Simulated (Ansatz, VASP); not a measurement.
# Two plane-wave programs on MgO

```
Mg O
1.0
     0.00000    2.10217    2.10217
     2.10217    0.00000    2.10217
     2.10217    2.10217    0.00000
Mg O
1 1
Direct
  0.00000 0.00000 0.00000
  0.50000 0.50000 0.50000
```

Alike in both runs: task single point; functional PBE-based screened hybrid; k mesh 6 × 6 × 6; no spin polarisation.

```csv
,VASP,Ansatz
version,VASP 6.6.1,Ansatz 0.2.0
potentials or method,"VASP PAW PBE potentials, release 64 (Mg, O)",plane waves
plane-wave cutoff (eV),520,420
occupations,"gaussian, width 0.01 eV",fixed
valence electrons in the cell,8,16
```

|  | VASP | Ansatz | Ansatz less VASP |
| --- | --- | --- | --- |
| gap on the k mesh at the Fermi level (eV) | 11.01 | 11.18 | +0.169 |
| pressure (GPa) | -15.1 | -15.8 | -0.76 |

VASP's potentials were made for PBE, not for PBE-based screened hybrid. VASP's potentials hold 8 valence electrons a cell and Ansatz's 16, so a difference there can come from the potentials and not from the codes. Ansatz's warnings: stress exchange threshold loose, stress scf threshold loose.

The k mesh is coarse, so the values compare programs but aren't converged.
